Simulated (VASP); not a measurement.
# HgTe (F-43m) in VASP: notebook

The runs below take HgTe through electric field gradients, with PBE.

All numbers are computed with VASP 6.6.1; they aren't measurements. Logs are shortened: lines on timing, memory, paths and dates and some standing lists are left out, and cuts for length are marked.

**1. The cell of the first run**

The structure is cubic, space group F-43m (No. 216). The conventional cell has a = 6.315 Å, b = 6.315 Å, c = 6.315 Å, α = 90.00°, β = 90.00°, γ = 90.00°. Within 3.6 Å of Hg (site symmetry -43m) lie 4 Te at 2.73 Å. Te (site symmetry -43m) has 4 Hg at 2.73 Å within 3.6 Å.

**2. Electric field gradients, PBE (31.49 Å³/atom)**

Contents of INCAR:

```
PREC = Accurate ; ENCUT = 520
EDIFF = 1E-8 ; ISMEAR = -1
SIGMA = 0.03 ; LREAL = F
LASPH = T ; NELM = 60
ALGO = Normal ; ISIF = 2
LWAVE = F ; LCHARG = F
GGA = PE ; LEFG = T
NBANDS = 16
```

Contents of KPOINTS:

```
Automatic mesh
0
Gamma
  11 11 11
```

Contents of POSCAR:

```
HgTe
1.0
    0.0000000000      3.1576958214      3.1576958214
    3.1576958214      0.0000000000      3.1576958214
    3.1576958214      3.1576958214      0.0000000000
Hg Te
1 1
Direct
    0.0000000000      0.0000000000      0.0000000000
    0.7500000000      0.7500000000      0.7500000000
```

Potentials or basis: VASP PAW PBE potentials, release 64 (Hg, Te).

Started as:

```bash
cat potpaw_PBE.64/Hg/POTCAR potpaw_PBE.64/Te/POTCAR > POTCAR
mpirun -np 1 vasp_std > vasp.out
```

OUTCAR:

```text
PREC = Accurate
   ENCUT = 520
   EDIFF = 1E-8
   ISMEAR = -1
   LREAL = F
   LASPH = T
   NELM = 60
   ISIF = 2
   GGA = PE

 ion  position               nearest neighbor table
   1  0.000  0.000  0.000-   2 2.73   2 2.73   2 2.73   2 2.73
   2  0.750  0.750  0.750-   1 2.73   1 2.73   1 2.73   1 2.73

  LATTYP: Found a face centered cubic cell.
 ALAT       =     6.3153916428

  Lattice vectors:

 A1 = (   0.0000000000,   3.1576958214,   3.1576958214)
 A2 = (   3.1576958214,   0.0000000000,   3.1576958214)
 A3 = (   3.1576958214,   3.1576958214,   0.0000000000)

Analysis of symmetry for initial positions (statically):
=====================================================================
 Subroutine PRICEL returns:
 Original cell was already a primitive cell.

 Routine SETGRP: Setting up the symmetry group for a
 face centered cubic supercell.

 Subroutine GETGRP returns: Found 24 space group operations
 (whereof 24 operations were pure point group operations)
 out of a pool of 48 trial point group operations.

The static configuration has the point symmetry T_d .

Analysis of symmetry for dynamics (positions and initial velocities):
=====================================================================
 Subroutine PRICEL returns:
 Original cell was already a primitive cell.

 Routine SETGRP: Setting up the symmetry group for a
 face centered cubic supercell.

 Subroutine GETGRP returns: Found 24 space group operations
 (whereof 24 operations were pure point group operations)
 out of a pool of 48 trial point group operations.

The dynamic configuration has the point symmetry T_d .

 Subroutine INISYM returns: Found 24 space group operations
 (whereof 24 operations are pure point group operations),
 and found     1 'primitive' translations

----------------------------------------------------------------------------------------

                                     Primitive cell

  volume of cell :      62.9710

  direct lattice vectors                    reciprocal lattice vectors
     0.000000000  3.157695821  3.157695821    -0.158343307  0.158343307  0.158343307
     3.157695821  0.000000000  3.157695821     0.158343307 -0.158343307  0.158343307
     3.157695821  3.157695821  0.000000000     0.158343307  0.158343307 -0.158343307

  length of vectors
     4.465656256  4.465656256  4.465656256     0.274258653  0.274258653  0.274258653

  position of ions in fractional coordinates (direct lattice)
     0.000000000  0.000000000  0.000000000
     0.750000000  0.750000000  0.750000000

  ion indices of the primitive-cell ions
   primitive index   ion index
                 1           1
                 2           2

----------------------------------------------------------------------------------------

 KPOINTS: Automatic mesh

Automatic generation of k-mesh.
 Grid dimensions read from file:
 generate k-points for:   11   11   11

 Generating k-lattice:

  Cartesian coordinates                     Fractional coordinates (reciprocal lattice)
    -0.014394846  0.014394846  0.014394846     0.090909091  0.000000000  0.000000000
     0.014394846 -0.014394846  0.014394846     0.000000000  0.090909091  0.000000000
     0.014394846  0.014394846 -0.014394846     0.000000000  0.000000000  0.090909091

  Length of vectors
     0.024932605  0.024932605  0.024932605

  Shift w.r.t. Gamma in fractional coordinates (k-lattice)
     0.000000000  0.000000000  0.000000000

 Subroutine IBZKPT returns following result:
 ===========================================

 Found     56 irreducible k-points:

 Following reciprocal coordinates:
            Coordinates               Weight
  0.000000  0.000000  0.000000      1.000000
  0.090909  0.000000  0.000000      8.000000
  0.181818  0.000000  0.000000      8.000000
  0.272727  0.000000  0.000000      8.000000
  0.363636  0.000000  0.000000      8.000000
  0.454545  0.000000  0.000000      8.000000
[... 16 lines left out ...]
 -0.272727  0.181818  0.000000     24.000000
 -0.181818  0.181818  0.000000     12.000000
 [... further k-points ...]
   k-points           NKPTS =     56   k-points in BZ     NKDIM =     56   number of bands    NBANDS=     16
   number of dos      NEDOS =    301   number of ions     NIONS =      2
   total plane-waves  NPLWV =  46656
   dimension x,y,z NGX =    36 NGY =   36 NGZ =   36
   dimension x,y,z NGXF=    72 NGYF=   72 NGZF=   72
   ions per type =               1   1
   NGX,Y,Z   is equivalent  to a cutoff of  13.40, 13.40, 13.40 a.u.
   NGXF,Y,Z  is equivalent  to a cutoff of  26.80, 26.80, 26.80 a.u.
 SYSTEM =  unknown system
   PREC   = accura    normal or accurate (medium, high low for compatibility)
   ISTART =      0    job   : 0-new  1-cont  2-samecut
   ICHARG =      2    charge: 1-file 2-atom 10-const
   ISPIN  =      1    spin polarized calculation?
   LNONCOLLINEAR =      F non collinear calculations
   LSORBIT =      F    spin-orbit coupling
   LASPH  =      T    aspherical Exc in radial PAW
   ENCUT  =  520.0 eV  38.22 Ry    6.18 a.u.   8.30  8.30  8.30*2*pi/ulx,y,z
   NELM   =     60;   NELMIN=  2; NELMDL= -5     # of ELM steps
   EDIFF  = 0.1E-07   stopping-criterion for ELM
   LREAL  =      F    real-space projection
   EDIFFG = 0.1E-06   stopping-criterion for IOM
   NSW    =      0    number of steps for IOM
   IBRION =     -1    ionic relax: 0-MD 1-quasi-New 2-CG
   NFREE  =      0    steps in history (QN), initial steepest desc. (CG)
   ISIF   =      2    stress and relaxation
   ISYM   =      2    0-nonsym 1-usesym 2-fastsym
   POTIM  = 0.5000    time-step for ionic-motion
   TEBEG  =    0.0;   TEEND  =   0.0 temperature during run
   PSTRESS=    0.0 pullay stress
   NELECT =      18.0000    total number of electrons
   NUPDOWN=      -1.0000    fix difference up-down
   EMIN   =  10.00;   EMAX   =-10.00  energy-range for DOS
   EFERMI =   0.00;   METHOD = LEGACY
   ISMEAR =    -1;   SIGMA  =   0.03  broadening in eV -4-tet -1-fermi 0-gaus
   EFERMI_NEDOS =   21; number of points for ismear=-14 and -15
   IALGO  =     38    algorithm
   IMIX   =      4    mixing-type and parameters
     AMIX     =   0.40;   BMIX     =  1.00
     AMIX_MAG =   1.60;   BMIX_MAG =  1.00
  volume/ion in A,a.u.               =      31.49       212.47
  Fermi-wavevector in a.u.,A,eV,Ry     =   1.078414  2.037906 15.823249  1.162976
  Thomas-Fermi vector in A             =   2.214352
   LORBIT       =      0    0 simple, 1 ext, 2 COOP (PROOUT), +10 PAW based schemes
   GGA     = PE    functional components
[... 5 lines left out ...]
 non-spin polarized calculation
  energy-cutoff  :      520.00
  volume of cell :       62.97
 maximum number of plane-waves:      1717
 NGX is ok and might be reduce to    36
   NGX = 17   NGY = 17   NGZ = 17

 number of electron      18.0000000 magnetization

 Free energy of the ion-electron system (eV)
  ---------------------------------------------------
  ext. energy  EPLUGINS =         0.00000000
  ---------------------------------------------------
  free energy    TOTEN  =        -3.42130260 eV

  energy without entropy =       -3.42117726  energy(sigma->0) =       -3.42123993

 E-fermi :   3.9031     XC(G=0):  -9.0668

 val. band max:        3.8743247392   @ k =   0.0000   0.0000   0.0000
 cond. band min:       4.4500192174   @ k =   0.0909   0.0000   0.0000
 fundamental gap:      0.5756944782
 Fermi energy:         3.9030704227

 k-point     1 :       0.0000    0.0000    0.0000
  band No.  band energies     occupation
      1      -8.6498      2.00000
      2      -3.9204      2.00000
      3      -3.9204      2.00000
      4      -3.9204      2.00000
      5      -3.3014      2.00000
      6      -3.3014      2.00000
[... 8 lines left out ...]
     15      13.5234      0.00000
     16      13.5234      0.00000

 k-point     2 :       0.0909    0.0000    0.0000
  band No.  band energies     occupation
      1      -8.6022      2.00000
      2      -3.9073      2.00000
      3      -3.9068      2.00000
      4      -3.9068      2.00000
      5      -3.3032      2.00000
      6      -3.3032      2.00000
[... 8 lines left out ...]
     15      12.8183      0.00000
     16      12.8183      0.00000

 k-point     3 :       0.1818    0.0000    0.0000
  band No.  band energies     occupation
      1      -8.4705      2.00000
      2      -3.8715      2.00000
      3      -3.8715      2.00000
      4      -3.8531      2.00000
      5      -3.3055      2.00000
      6      -3.3055      2.00000
[... 8 lines left out ...]
     15      12.3809      0.00000
     16      12.3809      0.00000

 k-point     4 :       0.2727    0.0000    0.0000
  band No.  band energies     occupation
      1      -8.2889      2.00000
      2      -3.8295      2.00000
      3      -3.8295      2.00000
      4      -3.7171      2.00000
      5      -3.3018      2.00000
      6      -3.3018      2.00000
[... 8 lines left out ...]
     15      12.4388      0.00000
     16      12.4388      0.00000

 k-point     5 :       0.3636    0.0000    0.0000
  band No.  band energies     occupation
      1      -8.1125      2.00000
      2      -3.7964      2.00000
      3      -3.7964      2.00000
      4      -3.4490      2.00000
      5      -3.2900      2.00000
      6      -3.2900      2.00000
[... 8 lines left out ...]
     15      13.0109      0.00000
     16      13.0109      0.00000

 k-point     6 :       0.4545    0.0000    0.0000
  band No.  band energies     occupation
      1      -8.0031      2.00000
      2      -3.7800      2.00000
      3      -3.7800      2.00000
      4      -3.2785      2.00000
      5      -3.2785      2.00000
      6      -3.0585      2.00000
[... 8 lines left out ...]
     15      13.8101      0.00000
     16      13.8101      0.00000
[... 267 lines left out ...]
 k-point    21 :      -0.4545    0.1818    0.0000
  band No.  band energies     occupation
      1      -7.9045      2.00000
      2      -3.7540      2.00000
      3      -3.7059      2.00000
      4      -3.3524      2.00000
      5      -3.2790      2.00000
      6      -2.9021      2.00000
[... 8 lines left out ...]
     15      13.6115      0.00000
     16      13.7201      0.00000

 k-point    22 :      -0.3636    0.1818    0.0000
  band No.  band energies     occupation
      1      -7.9415      2.00000
      2      -3.7511      2.00000
      3      -3.7265      2.00000
      4      -3.3374      2.00000
      5      -3.3041      2.00000
      6      -3.0838      2.00000
[... 8 lines left out ...]
     15      12.6996      0.00000
     16      13.7914      0.00000

 k-point    23 :      -0.2727    0.1818    0.0000
  band No.  band energies     occupation
      1      -8.0638      2.00000
      2      -3.7654      2.00000
      3      -3.7620      2.00000
      4      -3.5099      2.00000
      5      -3.3247      2.00000
      6      -3.2397      2.00000
[... 8 lines left out ...]
     15      13.1857      0.00000
     16      14.3999      0.00000

 k-point    24 :      -0.1818    0.1818    0.0000
  band No.  band energies     occupation
      1      -8.2271      2.00000
      2      -3.8137      2.00000
      3      -3.7938      2.00000
      4      -3.7033      2.00000
      5      -3.3296      2.00000
      6      -3.2702      2.00000
[... 8 lines left out ...]
     15      13.1353      0.00000
     16      13.3781      0.00000

 [... further k-points ...]

------------------------ aborting loop because EDIFF is reached ----------------------------------------

  FORCE on cell =-STRESS in cart. coord.  units (eV):
  Direction    XX          YY          ZZ          XY          YZ          ZX
  --------------------------------------------------------------------------------------
  -------------------------------------------------------------------------------------
  Total        3.1611729      3.1611729      3.1611729      0.0000000     -0.0000000      0.0000000
  in kB       80.4299804     80.4299804     80.4299804      0.0000000     -0.0000000      0.0000000
  external PRESSURE =      80.4299804 kB  Pullay stress =       0.0000000 kB

 VOLUME and BASIS-vectors are now :
 -----------------------------------------------------------------------------
  energy-cutoff  :      520.00
  volume of cell :       62.97
      direct lattice vectors                 reciprocal lattice vectors
     0.000000000  3.157695821  3.157695821    -0.158343307  0.158343307  0.158343307
     3.157695821  0.000000000  3.157695821     0.158343307 -0.158343307  0.158343307
     3.157695821  3.157695821  0.000000000     0.158343307  0.158343307 -0.158343307

 POSITION                                       TOTAL-FORCE (eV/Angst)
 -----------------------------------------------------------------------------------
      0.00000      0.00000      0.00000        -0.000000     -0.000000     -0.000000
      4.73654      4.73654      4.73654         0.000000      0.000000      0.000000
 -----------------------------------------------------------------------------------
    total drift:                                0.000000      0.000000      0.000000

  FREE ENERGIE OF THE ION-ELECTRON SYSTEM (eV)
  ---------------------------------------------------
  free  energy   TOTEN  =        -3.4213026014 eV

  energy  without entropy=       -3.4211772565  energy(sigma->0) =       -3.42123993

 Electric field gradients (V/A^2)
---------------------------------------------------------------------
 ion       V_xx      V_yy      V_zz      V_xy      V_xz      V_yz
---------------------------------------------------------------------
   1       0.000    -0.000     0.000    -0.001    -0.001    -0.001
   2      -0.000     0.000     0.000     0.000     0.000     0.000
---------------------------------------------------------------------

 Electric field gradients after diagonalization (V/A^2)
 (convention: |V_zz| > |V_xx| > |V_yy|)
----------------------------------------------------------------------
 ion       V_xx      V_yy      V_zz     asymmetry (V_yy - V_xx)/ V_zz
----------------------------------------------------------------------
   1       0.001     0.001    -0.001       0.000
   2      -0.000    -0.000     0.000       0.000
----------------------------------------------------------------------

           NMR quadrupolar parameters

 Cq : quadrupolar parameter    Cq=e*Q*V_zz/h
 eta: asymmetry parameters     (V_yy - V_xx)/ V_zz
 Q  : nuclear electric quadrupole moment in mb (millibarn)
----------------------------------------------------------------------
 ion       Cq(MHz)       eta       Q (mb)
----------------------------------------------------------------------
   1      -0.000       0.000       1.000
   2       0.000       0.000       1.000
----------------------------------------------------------------------
```

Wall time 2 min (1 thread of Intel Xeon 8259CL, shared host); peak memory 0.24 GiB.

Results:

```yaml
Free_energy: -3.4213 eV
Pressure: 8.0 GPa
Band_gap_on_the_k_mesh: zero (filled and empty bands touch)
Largest_electric_field_gradient_by_atom: zero within the noise of the run
```

Caveat: the cell stands under pressure; semilocal functionals underestimate gaps, so a narrow gap can read as zero; spin-orbit coupling is left out, which moves the levels of the heavy elements.

(Part 1 of 2 ends here.)
